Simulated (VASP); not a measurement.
# Ga (P2_1/m) in VASP: single point with PBEsol

Aim: the single point of Ga with PBEsol.

All numbers are computed with VASP 6.6.1; they aren't measurements. Logs are shortened: lines on timing, memory, paths and dates and some standing lists are left out, and cuts for length are marked.

**1. The cell of the first run**

It takes space group P2_1/m (No. 11, monoclinic). Conventional cell: a = 2.778 Å, b = 3.282 Å, c = 4.210 Å, α = 90.00°, β = 108.61°, γ = 90.00°. Ga (site symmetry m) has 10 Ga at 2.71 to 3.28 Å within 3.6 Å.

**2. Single point, PBEsol**

File INCAR:

```
PREC     = Accurate       # precision mode
ENCUT    = 500            # plane-wave cutoff, eV
EDIFF    = 1E-6           # SCF threshold, eV
ISMEAR   = 0              # smearing method
SIGMA    = 0.1            # smearing width, eV
LREAL    = False          # projectors in reciprocal space
LASPH    = True           # aspherical terms in the spheres
NELM     = 120            # most SCF steps
ALGO     = Normal         # electronic algorithm
ISIF     = 2              # what is computed and relaxed
LWAVE    = False          # write WAVECAR
LCHARG   = True           # write CHGCAR
GGA      = PS             # functional
LELF     = True           # ELF
LVHAR    = True         
NBANDS   = 20             # bands
GGA_COMPAT= False
```

File KPOINTS:

```
Automatic mesh
0
Gamma
  6 6 4
```

File POSCAR:

```
Ga
1.0
    2.7784220849      0.0000000000      0.0000000000
    0.0000000000      3.2816087900      0.0000000000
   -1.3434310986      0.0000000000      3.9902731763
Ga
2
Direct
    0.8654037300      0.2500000000      0.2298331700
    0.1345962700      0.7500000000      0.7701668300
```

Potentials or basis: VASP PAW PBE potentials, release 64 (Ga_d).

Command:

```console
> cat potpaw_PBE.64/Ga_d/POTCAR > POTCAR
> mpirun -np 1 vasp_std > vasp.out
```

OUTCAR:

```text
PREC = Accurate
   ENCUT = 500
   EDIFF = 1E-6
   ISMEAR = 0
   LREAL = False
   LASPH = True
   NELM = 120
   ISIF = 2
   GGA = PS

 ion  position               nearest neighbor table
   1  0.865  0.250  0.230-   2 2.71   2 2.71   2 2.81   2 2.81   2 2.84   2 2.84
   2  0.135  0.750  0.770-   1 2.71   1 2.71   1 2.81   1 2.81   1 2.84   1 2.84

  LATTYP: Found a simple monoclinic cell.
 ALAT       =     2.7784220849
 B/A-ratio  =     1.1811052064
 C/A-ratio  =     1.5153762184
 COS(beta)  =    -0.3190778872

  Lattice vectors:

 A1 = (   2.7784220849,   0.0000000000,   0.0000000000)
 A2 = (   0.0000000000,   3.2816087900,   0.0000000000)
 A3 = (  -1.3434310986,   0.0000000000,   3.9902731763)

Analysis of symmetry for initial positions (statically):
=====================================================================
 Subroutine PRICEL returns:
 Original cell was already a primitive cell.

 Routine SETGRP: Setting up the symmetry group for a
 simple monoclinic supercell.

 Subroutine GETGRP returns: Found  4 space group operations
 (whereof  2 operations were pure point group operations)
 out of a pool of  4 trial point group operations.

The static configuration has the point symmetry S_2 .
 The point group associated with its full space group is C_2h.

Analysis of symmetry for dynamics (positions and initial velocities):
=====================================================================
 Subroutine PRICEL returns:
 Original cell was already a primitive cell.

 Routine SETGRP: Setting up the symmetry group for a
 simple monoclinic supercell.

 Subroutine GETGRP returns: Found  4 space group operations
 (whereof  2 operations were pure point group operations)
 out of a pool of  4 trial point group operations.

The dynamic configuration has the point symmetry S_2 .
 The point group associated with its full space group is C_2h.

 Subroutine INISYM returns: Found  4 space group operations
 (whereof  2 operations are pure point group operations),
 and found     1 'primitive' translations

----------------------------------------------------------------------------------------

                                     Primitive cell

  volume of cell :      36.3821

  direct lattice vectors                    reciprocal lattice vectors
[... 75 lines left out ...]
   NGX,Y,Z   is equivalent  to a cutoff of  11.97, 12.16, 12.64 a.u.
   NGXF,Y,Z  is equivalent  to a cutoff of  23.93, 24.32, 25.27 a.u.
 SYSTEM =  unknown system
   PREC   = accura    normal or accurate (medium, high low for compatibility)
   ISTART =      0    job   : 0-new  1-cont  2-samecut
   ICHARG =      2    charge: 1-file 2-atom 10-const
   ISPIN  =      1    spin polarized calculation?
   LNONCOLLINEAR =      F non collinear calculations
   LSORBIT =      F    spin-orbit coupling
   LASPH  =      T    aspherical Exc in radial PAW
   ENCUT  =  500.0 eV  36.75 Ry    6.06 a.u.   5.07  5.98  7.68*2*pi/ulx,y,z
   NELM   =    120;   NELMIN=  2; NELMDL= -5     # of ELM steps
   EDIFF  = 0.1E-05   stopping-criterion for ELM
   LREAL  =      F    real-space projection
   EDIFFG = 0.1E-04   stopping-criterion for IOM
   NSW    =      0    number of steps for IOM
   IBRION =     -1    ionic relax: 0-MD 1-quasi-New 2-CG
   NFREE  =      0    steps in history (QN), initial steepest desc. (CG)
   ISIF   =      2    stress and relaxation
   ISYM   =      2    0-nonsym 1-usesym 2-fastsym
   POTIM  = 0.5000    time-step for ionic-motion
   TEBEG  =    0.0;   TEEND  =   0.0 temperature during run
   PSTRESS=    0.0 pullay stress
   NELECT =      26.0000    total number of electrons
   NUPDOWN=      -1.0000    fix difference up-down
   EMIN   =  10.00;   EMAX   =-10.00  energy-range for DOS
   EFERMI =   0.00;   METHOD = LEGACY
   ISMEAR =     0;   SIGMA  =   0.10  broadening in eV -4-tet -1-fermi 0-gaus
   EFERMI_NEDOS =   21; number of points for ismear=-14 and -15
   IALGO  =     38    algorithm
   IMIX   =      4    mixing-type and parameters
     AMIX     =   0.40;   BMIX     =  1.00
     AMIX_MAG =   1.60;   BMIX_MAG =  1.00
  volume/ion in A,a.u.               =      18.19       122.76
  Fermi-wavevector in a.u.,A,eV,Ry     =   1.463648  2.765894 29.147302  2.142266
  Thomas-Fermi vector in A             =   2.579718
   LORBIT       =      0    0 simple, 1 ext, 2 COOP (PROOUT), +10 PAW based schemes
   GGA     = PS    functional components
   LHFCALC =     F    Hartree Fock is set to
   AEXX    =    0.0000 exact exchange contribution
   IVDW    =     0    specifies the selected vdW correction
   LEPSILON=     F    determine dielectric tensor
   LRPA    =     F    only Hartree local field effects (RPA)
 non-spin polarized calculation
 Gauss-broadening in eV      SIGMA  =   0.10
  energy-cutoff  :      500.00
  volume of cell :       36.38
 maximum number of plane-waves:       938
   NGX = 11   NGY = 11   NGZ = 15

 number of electron      26.0000019 magnetization

 Free energy of the ion-electron system (eV)
  ---------------------------------------------------
  ext. energy  EPLUGINS =         0.00000000
  ---------------------------------------------------
  free energy    TOTEN  =        -6.66234316 eV

  energy without entropy =       -6.65808540  energy(sigma->0) =       -6.66021428

 E-fermi :   5.5257     XC(G=0): -11.2907

 val. band max:        5.5107718180   @ k =  -0.3333   0.1667   0.2500
 cond. band min:       5.6405495396   @ k =   0.5000   0.0000   0.5000
 fundamental gap:      0.1297777216
 Fermi energy:         5.5256617820

 k-point     1 :       0.0000    0.0000    0.0000
  band No.  band energies     occupation
      1      -9.4376      2.00000
      2      -9.4290      2.00000
      3      -9.3670      2.00000
      4      -9.3570      2.00000
      5      -9.0981      2.00000
      6      -9.0981      2.00000
[... 541 lines left out ...]
     19      18.0053      0.00000
     20      19.0466      0.00000

 [... further k-points ...]
[... 5 lines left out ...]
  --------------------------------------------------------------------------------------
  -------------------------------------------------------------------------------------
  Total        0.2366993     -0.2038307     -0.5647872      0.0000000      0.0000000      0.1923708
  in kB       10.4236513     -8.9762007    -24.8718323      0.0000000      0.0000000      8.4715353
  external PRESSURE =      -7.8081273 kB  Pullay stress =       0.0000000 kB

 VOLUME and BASIS-vectors are now :
 -----------------------------------------------------------------------------
  energy-cutoff  :      500.00
  volume of cell :       36.38
      direct lattice vectors                 reciprocal lattice vectors
     2.778422085  0.000000000  0.000000000     0.359916517  0.000000000  0.121175424
     0.000000000  3.281608790  0.000000000     0.000000000  0.304728584  0.000000000
    -1.343431099  0.000000000  3.990273176     0.000000000  0.000000000  0.250609408

 POSITION                                       TOTAL-FORCE (eV/Angst)
 -----------------------------------------------------------------------------------
      2.09569      0.82040      0.91710         0.012135      0.000000     -0.000982
     -0.66070      2.46121      3.07318        -0.012135     -0.000000      0.000982
 -----------------------------------------------------------------------------------
    total drift:                               -0.000000      0.000000      0.000000

  FREE ENERGIE OF THE ION-ELECTRON SYSTEM (eV)
  ---------------------------------------------------
  free  energy   TOTEN  =        -6.6623431642 eV

  energy  without entropy=       -6.6580854034  energy(sigma->0) =       -6.66021428
```

OSZICAR:

```text
N       E                     dE             d eps       ncg     rms          rms(c)
DAV:   1     0.127293229838E+03    0.12729E+03   -0.13030E+04  2376   0.244E+03
DAV:   2     0.415054696144E+01   -0.12314E+03   -0.12018E+03  2336   0.374E+02
DAV:   3    -0.659668253050E+01   -0.10747E+02   -0.10698E+02  2496   0.923E+01
DAV:   4    -0.675194781689E+01   -0.15527E+00   -0.15519E+00  2580   0.123E+01
DAV:   5    -0.675460734429E+01   -0.26595E-02   -0.26594E-02  2632   0.156E+00    0.158E+00
DAV:   6    -0.667827161891E+01    0.76336E-01   -0.14604E-01  2940   0.654E+00    0.762E-01
DAV:   7    -0.666423000453E+01    0.14042E-01   -0.22257E-02  3284   0.213E+00    0.230E-01
DAV:   8    -0.666232940206E+01    0.19006E-02   -0.24557E-03  2496   0.709E-01    0.151E-02
DAV:   9    -0.666234258904E+01   -0.13187E-04   -0.92453E-05  2560   0.970E-02    0.757E-03
DAV:  10    -0.666234316415E+01   -0.57511E-06   -0.41963E-06  2352   0.247E-02
   1 F= -.66623432E+01 E0= -.66602143E+01  d E =-.425776E-02
```

stdout:

```text
POSCAR found type information on POSCAR Ga
 POSCAR found :  1 types and       2 ions
 scaLAPACK will be used
 -----------------------------------------------------------------------------
|                                                                             |
|                                                                             |
|     You enforced a specific xc type in the INCAR file but a different       |
|     I HOPE YOU KNOW WHAT YOU ARE DOING!                                     |
|                                                                             |
 -----------------------------------------------------------------------------

 LDA part: xc-table for (Slater+PW92), standard interpolation
 POSCAR, INCAR and KPOINTS ok, starting setup
 FFT: planning ... GRIDC
 FFT: planning ... GRID_SOFT
 FFT: planning ... GRID
 WAVECAR not read
 entering main loop
```

It took 35 s on 1 thread of Intel Xeon 8259CL, shared host; peak memory 0.16 GiB.

Results:

```yaml
Free_energy: -6.6623 eV
Pressure: -0.8 GPa
Largest_force: 0.012 eV/Å
Band_gap_on_the_k_mesh: zero (band 13 reaches 9.71 eV, above the bottom of band 14 at 1.29 eV)
```

Forces on the atoms (eV/Å):
```
Ga   0.012  0.000 -0.001
Ga  -0.012  0.000  0.001
```

Caveat: the k points lie up to 0.40 Å⁻¹ apart; the PAW data sets were made with another functional, which shifts forces and pressure a little.
